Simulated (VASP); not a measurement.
Crystal: ZnS (wurtzite type).

```
Zn S
1.0
     3.80208    0.00000    0.00000
    -1.90104    3.29270    0.00000
     0.00000    0.00000    6.19739
Zn S
2 2
Direct
  0.33333 0.66667 0.00000
  0.66667 0.33333 0.50000
  0.33333 0.66667 0.37600
  0.66667 0.33333 0.87600
```

```yaml
Program: VASP 6.6.1
Task: relaxation of cell and atoms
Functional: PBE
Potentials_or_basis: VASP PAW PBE potentials, release 64 (Zn, S)
Cutoff: 600 eV
k_mesh: 10 × 10 × 6
Occupations: fermi-dirac, width 0.05 eV
Spin: no spin polarisation
```

At the start: pressure 3.2 GPa; volume 19.40 Å³/atom.

Q: Where does the relaxation end?

A: Over 10 steps the energy falls by 8.1 meV/atom and the volume is 20.23 Å³/atom (+4.3 %); space group P6_3mc (No. 186, to 0.1 Å) before and after.

The path:
```csv
step,energy change (eV),largest force (eV/Å),pressure (GPa),volume (Å³)
1,0.0000,0.0202,3.19,77.59
2,-0.0291,0.0193,-0.86,82.00
3,-0.0322,0.0204,-0.01,80.93
4,-0.0322,0.0204,0.08,80.86
5,-0.0323,0.0176,0.06,80.85
6,-0.0324,0.0109,0.02,80.85
7,-0.0325,0.0019,-0.03,80.89
8,-0.0325,0.0011,0.04,80.88
9,-0.0324,0.0041,-0.05,80.98
10,-0.0325,0.0015,0.01,80.93
```

Final structure:
```
Zn S
1.0
     3.84841    0.00000    0.00000
    -1.92421    3.33282    0.00000
     0.00000    0.00000    6.30946
Zn S
2 2
Direct
  0.33333 0.66667 0.00074
  0.66667 0.33333 0.50074
  0.33333 0.66667 0.37526
  0.66667 0.33333 0.87526
```
